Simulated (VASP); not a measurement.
Write the native input for VASP 6.6.1 that does the following.

- Task: single point
- Functional: PBE
- Potentials or basis: VASP PAW PBE potentials, release 64 (Te, Bi_d)
- Cutoff: 520 eV
- k mesh: 9 × 9 × 1
- Occupations: gaussian, width 0.1 eV
- Spin: no spin polarisation
- Dipole correction: yes
- Further INCAR settings: ALGO = Normal; EDIFF = 1e-06; NBANDS = 59

The structure of Bi2Te3 lies in POSCAR:

```
Bi2Te3
1.0
    4.4688122866      0.0000000000      0.0000000000
   -2.2344061433      3.8701049649      0.0000000000
    0.0000000000      0.0000000000     32.7002686743
Te Bi
6 4
Direct
    0.3333333333      0.6666666667      0.2361653933
    0.6666666667      0.3333333333      0.2897624390
    0.6666666667      0.3333333333      0.4662124869
    0.0000000000      0.0000000000      0.5355256434
    0.3333333333      0.6666666667      0.5912373620
    0.3333333333      0.6666666667      0.7676790491
    0.0000000000      0.0000000000      0.3453588765
    0.3333333333      0.6666666667      0.4116396498
    0.6666666667      0.3333333333      0.6473266621
    0.0000000000      0.0000000000      0.7154693956
```

These files were run (other wordings do the same):

INCAR

```
PREC = Accurate
ENCUT = 520
EDIFF = 1E-6
ISMEAR = 0
SIGMA = 0.1
LREAL = F
LASPH = T
NELM = 100
ALGO = Normal
ISIF = 2
LWAVE = F
LCHARG = F
LDIPOL = T
IDIPOL = 3
DIPOL = 0.5 0.5 0.501
GGA = PE
NBANDS = 59
```

KPOINTS

```
Automatic mesh
0
Gamma
  9 9 1
```

Potentials or basis: VASP PAW PBE potentials, release 64 (Te, Bi_d).

Run with:

```bash
$ cat potpaw_PBE.64/Te/POTCAR potpaw_PBE.64/Bi_d/POTCAR > POTCAR
$ mpirun -np 1 vasp_std > vasp.out
```

Results of the run:

The largest force is 0.009 eV/Å and the band gap on the k mesh is zero (bands 48 and 49 overlap by 0.09 eV).

Caveat: spin-orbit coupling is left out, which moves the levels of the heavy elements.

Wall time 21 min on 1 thread of Intel(R) Xeon(R) 6975P-C (Granite Rapids), with other jobs on the host, peak memory 0.83 GiB.
